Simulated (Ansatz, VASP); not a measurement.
**One calculation of Si4O7, two programs**

```xyz
11
Lattice="0.0000 4.2358 -2.6899 0.0000 -4.2358 -2.6899 -4.2358 0.0000 2.6899" Properties=species:S:1:pos:R:3 pbc="T T T"
Si   -2.1179   -2.1179   -1.3450
Si   -2.1179    2.1179   -1.3450
Si   -4.2358    0.0000    2.6899
Si   -4.2358    0.0000    0.0000
O    -1.3003    2.9355   -2.6899
O    -3.4182   -0.8176   -1.3450
O    -3.4182   -0.8176    1.3450
O    -2.9355   -2.9355    0.0000
O    -3.1399    1.0959    0.0000
O    -0.8176    0.8176   -4.0349
O    -0.8176    0.8176   -1.3450
```

Change from the starting cell: O vacancy; atom 9 moved -0.125 of the way to it and +0.000 Å across, host rigid.

Alike in both runs: task single point; functional PBE; k mesh 6 × 6 × 6; occupations gaussian, width 0.05 eV; no spin polarisation.

|  | VASP | Ansatz |
| --- | --- | --- |
| version | VASP 6.6.1 | Ansatz 0.2.0 |
| potentials or method | VASP PAW PBE potentials, release 64 (Si, O), cutoff 520 eV | scalar-relativistic, plane waves, PAW |
| valence electrons in the cell | 58 | 58 |

```csv
,VASP,Ansatz,Ansatz less VASP
gap on the k mesh at the Fermi level (eV),1.98,2.00,+0.014
least direct gap on the mesh (eV),2.48,2.50,+0.013
pressure (GPa),2.8,2.5,-0.21
"traceless stress, the component that is largest in VASP (GPa)",-6.24,-6.51,-0.264
rms of the force components (eV/Å),1.743,1.720,-0.0231
```

Atom by atom the forces differ by 0.026 eV/Å (rms over components).
